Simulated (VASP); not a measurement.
Crystal: CaNb2O5.

```
CELL_PARAMETERS angstrom
7.35836 0.00000 0.00000
-3.67918 6.37252 0.00000
0.00000 0.00000 4.42815
ATOMIC_POSITIONS crystal
Ca 0.00000 0.00000 0.00000
Nb 0.33333 0.66667 0.50000
Nb 0.66667 0.33333 0.50000
O 0.33333 0.66667 0.92096
O 0.00000 0.50000 0.49471
O 0.50000 0.50000 0.49471
O 0.50000 0.00000 0.49471
O 0.66667 0.33333 0.92096
```

Base run:

```yaml
Program: VASP 6.6.1
Functional: PBE
Potentials_or_basis: VASP PAW PBE potentials, release 64 (Ca_sv, Nb_sv, O)
Cutoff: 520 eV
k_mesh: 3 × 3 × 4
Occupations: gaussian, width 0.1 eV
Spin: no spin polarisation
```

Its results: pressure -16.3 GPa; largest force 2.810 eV/Å.

**Question.** The run is repeated on the same cell with these changes: spin from no spin polarisation to collinear spin; further incar settings from ALGO = Normal; EDIFF = 1e-07; NBANDS = 43 to ALGO = Normal; EDIFF = 1e-06; NBANDS = 47. What comes out?

**Answer.** Pressure -16.3 GPa; net moment 0.32 μB per cell; site moments Ca -0.00; Nb +0.15; O -0.00, -0.01 μB; largest force 2.795 eV/Å.

Caveats: forces of over 1 eV/Å act on the atoms, so gaps and moduli don't describe the material at rest.
